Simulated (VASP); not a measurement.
# InSb (F-43m) in VASP: settings compared, part 2 of 2

VASP 6.6.1. The steps go on from the part before.

**5. Single point, PBE**

INCAR

```
SYSTEM = InSb
ALGO     = Normal         ! electronic algorithm
EDIFF    = 1E-6           ! SCF threshold, eV
ENCUT    = 520            ! plane-wave cutoff, eV
GGA      = PE             ! functional
ISIF     = 2              ! what is computed and relaxed
ISMEAR   = 0              ! smearing method
LASPH    = .True.         ! aspherical terms in the spheres
LCHARG   = .False.        ! write CHGCAR
LREAL    = .False.        ! projectors in reciprocal space
LWAVE    = .False.        ! write WAVECAR
NBANDS   = 16             ! bands
NELM     = 100            ! most SCF steps
PREC     = Accurate       ! precision mode
SIGMA    = 0.15           ! smearing width, eV
```

KPOINTS

```
k-points
0
Gamma
  16 16 16
  0 0 0
```

POSCAR

```
InSb
1.0
    0.0000000000      3.3174249940      3.3174249940
    3.3174249940      0.0000000000      3.3174249940
    3.3174249940      3.3174249940      0.0000000000
In Sb
1 1
Direct
    0.0000000000      0.0000000000      0.0000000000
    0.7500000000      0.7500000000      0.7500000000
```

Potentials or basis: VASP PAW PBE potentials, release 64 (In_d, Sb).

Launch:

```sh
> cat potpaw_PBE.64/In_d/POTCAR potpaw_PBE.64/Sb/POTCAR > POTCAR
> mpirun -np 1 vasp_std > vasp.out
```

OUTCAR:

```text
SYSTEM = InSb
   EDIFF = 1E-6
   ENCUT = 520
   GGA = PE
   ISIF = 2
   ISMEAR = 0
   LASPH = .True.
   LREAL = .False.
   NELM = 100
   PREC = Accurate

 ion  position               nearest neighbor table
   1  0.000  0.000  0.000-   2 2.87   2 2.87   2 2.87   2 2.87
   2  0.750  0.750  0.750-   1 2.87   1 2.87   1 2.87   1 2.87

  LATTYP: Found a face centered cubic cell.
 ALAT       =     6.6348499880

  Lattice vectors:

 A1 = (   0.0000000000,   3.3174249940,   3.3174249940)
[... 641 lines left out ...]

------------------------ aborting loop because EDIFF is reached ----------------------------------------

  FORCE on cell =-STRESS in cart. coord.  units (eV):
  Direction    XX          YY          ZZ          XY          YZ          ZX
  --------------------------------------------------------------------------------------
  -------------------------------------------------------------------------------------
  Total       -0.0112768     -0.0112768     -0.0112768      0.0000000      0.0000000     -0.0000000
  in kB       -0.2474370     -0.2474370     -0.2474370      0.0000000      0.0000000     -0.0000000
  external PRESSURE =      -0.2474370 kB  Pullay stress =       0.0000000 kB

 VOLUME and BASIS-vectors are now :
 -----------------------------------------------------------------------------
  energy-cutoff  :      520.00
  volume of cell :       73.02
      direct lattice vectors                 reciprocal lattice vectors
     0.000000000  3.317424994  3.317424994    -0.150719308  0.150719308  0.150719308
     3.317424994  0.000000000  3.317424994     0.150719308 -0.150719308  0.150719308
     3.317424994  3.317424994  0.000000000     0.150719308  0.150719308 -0.150719308

 POSITION                                       TOTAL-FORCE (eV/Angst)
 -----------------------------------------------------------------------------------
      0.00000      0.00000      0.00000         0.000000      0.000000      0.000000
      4.97614      4.97614      4.97614        -0.000000     -0.000000     -0.000000
 -----------------------------------------------------------------------------------
    total drift:                                0.000000      0.000000      0.000000

  FREE ENERGIE OF THE ION-ELECTRON SYSTEM (eV)
  ---------------------------------------------------
  free  energy   TOTEN  =        -6.9535670635 eV

  energy  without entropy=       -6.9534125917  energy(sigma->0) =       -6.95348983
```

OSZICAR:

```text
N       E                     dE             d eps       ncg     rms          rms(c)
DAV:   1     0.112225783661E+03    0.11223E+03   -0.78852E+03  4640   0.110E+03
DAV:   2     0.254089261420E+00   -0.11197E+03   -0.10850E+03  5288   0.277E+02
DAV:   3    -0.683944700124E+01   -0.70935E+01   -0.70689E+01  5784   0.721E+01
DAV:   4    -0.704017249441E+01   -0.20073E+00   -0.20069E+00  6016   0.141E+01
DAV:   5    -0.705019600344E+01   -0.10024E-01   -0.10023E-01  6816   0.253E+00    0.371E+00
DAV:   6    -0.696157076833E+01    0.88625E-01   -0.14988E-01  6824   0.557E+00    0.216E+00
DAV:   7    -0.695162908292E+01    0.99417E-02   -0.59795E-02  6128   0.217E+00    0.586E-01
DAV:   8    -0.695281061270E+01   -0.11815E-02   -0.69284E-03  6144   0.913E-01    0.212E-01
DAV:   9    -0.695346184860E+01   -0.65124E-03   -0.88070E-04  5680   0.250E-01    0.695E-02
DAV:  10    -0.695351946880E+01   -0.57620E-04   -0.49580E-05  6336   0.463E-02    0.310E-02
DAV:  11    -0.695356512378E+01   -0.45655E-04   -0.82209E-05  5272   0.552E-02    0.215E-02
DAV:  12    -0.695356626949E+01   -0.11457E-05   -0.12041E-06  5528   0.722E-03    0.699E-03
DAV:  13    -0.695356706348E+01   -0.79399E-06   -0.16225E-06  5296   0.736E-03
   1 F= -.69535671E+01 E0= -.69534898E+01  d E =-.154472E-03
```

Run time: 2 min. Hardware: 1 thread of Intel Xeon Platinum 8375C at 2.90GHz (Ice Lake), shared host; peak memory 0.33 GiB.

Results:

```yaml
Free_energy: -6.9536 eV
Pressure: 0.0 GPa
Band_gap_on_the_k_mesh: zero (filled and empty bands touch)
```

Levels at points of the mesh, in eV from the Fermi level:
| k point | band 6 | band 7 | band 8 | band 9 | band 10 | band 11 | band 12 | band 13 |
| --- | --- | --- | --- | --- | --- | --- | --- | --- |
| (0.00, 0.00, 0.00) | -10.44 | -0.74 | -0.15 | -0.15 | -0.15 | 2.82 | 2.82 | 2.82 |
| (0.50, 0.00, 0.00) | -9.24 | -5.45 | -1.05 | -1.05 | 0.27 | 3.65 | 3.65 | 5.97 |
| (0.50, 0.50, 0.00) | -8.72 | -5.77 | -2.19 | -2.19 | 1.21 | 1.32 | 7.58 | 7.58 |

Caveat: spin-orbit coupling is left out, which moves the levels of the heavy elements.

**6. Single point, PBE**

INCAR

```
PREC = Accurate
ENCUT = 520
EDIFF = 1E-7
ISMEAR = 0
SIGMA = 0.15
LREAL = F
LASPH = T
NELM = 80
ALGO = Normal
ISIF = 2
LWAVE = F
LCHARG = T
GGA = PE
LELF = T
LVHAR = T
NBANDS = 16
```

KPOINTS

```
Automatic mesh
0
Gamma
  18 18 18
```

POSCAR is that of step 5.

Potentials or basis: VASP PAW PBE potentials, release 64 (In_d, Sb).

Launch:

```sh
> cat potpaw_PBE.64/In_d/POTCAR potpaw_PBE.64/Sb/POTCAR > POTCAR
> mpirun -np 1 vasp_std > vasp.out
```

Run time: 3.9 min. Hardware: 1 thread of Intel Xeon Platinum 8375C at 2.90GHz (Ice Lake), shared host; peak memory 0.38 GiB.

It converged, with:

| Property | Result |
| --- | --- |
| Free energy | -6.9536 eV |
| Pressure | 0.0 GPa |
| Band gap on the k mesh | zero (filled and empty bands touch) |

Levels at points of the mesh, in eV from the Fermi level:
```
           k point  band 7  band 8  band 9  band 10  band 11  band 12
(0.00, 0.00, 0.00)   -0.74   -0.15   -0.15    -0.15     2.81     2.81
(0.50, 0.00, 0.00)   -5.46   -1.06   -1.06     0.27     3.64     3.64
(0.50, 0.50, 0.00)   -5.77   -2.19   -2.19     1.21     1.31     7.58
```

Caveat: spin-orbit coupling is left out, which moves the levels of the heavy elements.

**7. Overview**

| task | level | cell | k mesh | cutoff (eV) | smearing | gap on the mesh (eV) | pressure (GPa) |
| --- | --- | --- | --- | --- | --- | --- | --- |
| relaxation of cell and atoms | PBE | relaxed to 9 GPa from a = 4.693 Å, angles 60.0°, 2 atoms | 12 × 12 × 12 | 600 | fermi-dirac 0.15 eV | 0.36 | 9.0 |
| single point | r2SCAN | a = 4.692 Å, angles 60.0°, 2 atoms | 12 × 12 × 12 | 520 | gaussian 0.1 eV | none | -1.4 |
| relaxation of cell and atoms | PBE | relaxed from a = 4.581 Å, angles 60.0°, 2 atoms | 12 × 12 × 12 | 600 | gaussian 0.1 eV | none | 0.0 |
| single point | PBE | a = 4.692 Å, angles 60.0°, 2 atoms | 16 × 16 × 16 | 520 | gaussian 0.15 eV | none | 0.0 |
| single point | PBE | a = 4.692 Å, angles 60.0°, 2 atoms | 18 × 18 × 18 | 520 | gaussian 0.15 eV | none | 0.0 |

Alike in all rows: potentials or basis VASP PAW PBE potentials, release 64 (In_d, Sb); no spin polarisation.

Every run on the cell as given and a fine mesh finds a metal. The pressure there spans -1.4 GPa (r2SCAN) to 0.0 GPa (PBE); a positive pressure means that this level wants a larger cell, a negative one a smaller.

Caveats: spin-orbit coupling is left out, which moves the levels of the heavy elements; the cell is relaxed towards a set pressure, so the enthalpy falls and the energy may rise (some runs); the PAW data sets were made with another functional, which shifts forces and pressure a little (some runs).

Absolute energies hang on the potentials; compare differences alone.

**8. How close it comes**

Step 3. Against the measured gap of InSb, 0.24 eV (quoted in “Electronic Structure and Epitaxy of CdTe Shells on InSb Nanowires”, 2021, arxiv:2111.05126), the calculated 0.00 eV is off by -0.24 eV. Spin-orbit coupling on In, Sb is left out. The value is that of r2SCAN on a finite k mesh, which can miss the band edges, without temperature or zero-point motion.

Step 5. Against the measured gap of InSb, 0.24 eV (quoted in “Electronic Structure and Epitaxy of CdTe Shells on InSb Nanowires”, 2021, arxiv:2111.05126), the calculated 0.00 eV is off by -0.24 eV. Spin-orbit coupling on In, Sb is left out. The value is that of PBE on a finite k mesh, which can miss the band edges, without temperature or zero-point motion. Semilocal functionals fall short of measured gaps as a rule.

Step 6. Measured gap of InSb: 0.24 eV (quoted in “Electronic Structure and Epitaxy of CdTe Shells on InSb Nanowires”, 2021, arxiv:2111.05126). This calculation gives 0.00 eV (-0.24 eV). Spin-orbit coupling on In, Sb is left out. The value is that of PBE on a finite k mesh, which can miss the band edges, without temperature or zero-point motion. Semilocal functionals fall short of measured gaps as a rule.
